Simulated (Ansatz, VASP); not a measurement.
**LuH3O3 in VASP and in Ansatz**

File INCAR:

```
PREC     = Accurate       # precision mode
ENCUT    = 520            # plane-wave cutoff, eV
EDIFF    = 1E-6           # SCF threshold, eV
ISMEAR   = 0              # smearing method
SIGMA    = 0.01           # smearing width, eV
LREAL    = False          # projectors in reciprocal space
LASPH    = True           # aspherical terms in the spheres
NELM     = 80             # most SCF steps
ALGO     = Normal         # electronic algorithm
ISIF     = 2              # what is computed and relaxed
LWAVE    = False          # write WAVECAR
LCHARG   = False          # write CHGCAR
GGA      = PE             # functional
NBANDS   = 32             # bands
```

File KPOINTS:

```
Automatic mesh
0
Gamma
  1 1 1
```

The input POSCAR:

```
LuH3O3
1.0
   13.4400000000      0.0000000000      0.0000000000
    0.0000000000     14.1300000000      0.0000000000
    0.0000000000      0.0000000000      9.0100000000
Lu O H
1 3 3
Direct
    0.4449278300      0.4998676600      0.4994450600
    0.5939568500      0.4998683700      0.5000344100
    0.3704129500      0.6226277400      0.5000344100
    0.3704136900      0.3771075700      0.5000344100
    0.6651398800      0.4998683700      0.5005516100
    0.3348214300      0.6812639800      0.5005516100
    0.3348229200      0.3184713400      0.5005516100
```

Input for Ansatz:

```yaml
crystal:
  lattice:
    - [13.44, 0.0, 0.0]
    - [0.0, 14.13, 0.0]
    - [0.0, 0.0, 9.01]
  atoms:
    - { symbol: Lu, position: [0.44492783, 0.49986766, 0.49944506] }
    - { symbol: O, position: [0.59395685, 0.49986837, 0.50003441] }
    - { symbol: H, position: [0.66513988, 0.49986837, 0.50055161] }
    - { symbol: O, position: [0.37041295, 0.62262774, 0.50003441] }
    - { symbol: H, position: [0.33482143, 0.68126398, 0.50055161] }
    - { symbol: O, position: [0.37041369, 0.37710757, 0.50003441] }
    - { symbol: H, position: [0.33482292, 0.31847134, 0.50055161] }
basis:
  ecutwfc: 420
  ecutrho_ratio: 4
kpoints:
  mp_grid: { grid: [1, 1, 1] }
hamiltonian:
  xc: pbe
scf:
  occupations: { method: gaussian, width: 0.01 }
output:
  forces: true
  eigenvalues: true
  populations: true
  hubbard: { sites: [{ species: Lu, l: f }] }
```

Alike in both runs: task single point; functional PBE; k mesh 1 × 1 × 1; occupations gaussian, width 0.01 eV; no spin polarisation.

```csv
,VASP,Ansatz
version,VASP 6.6.1,Ansatz 0.2.0
potentials or method,"VASP PAW PBE potentials, release 64 (Lu, O, H), cutoff 520 eV","scalar-relativistic, plane waves, PAW"
valence electrons in the cell,46,46
```

Ansatz gave:

- gap on the k mesh at the Fermi level (eV): 3.78
- rms of the force components (eV/Å): 0.154

Problem. Estimate VASP's values.

Solution. gap on the k mesh at the Fermi level (eV): 3.76; rms of the force components (eV/Å): 0.168.

The functional is the same, so the differences come from potentials, cutoffs and numerics. Ansatz's warnings: structure snapped to symmetry.

Spin-orbit coupling is off throughout.
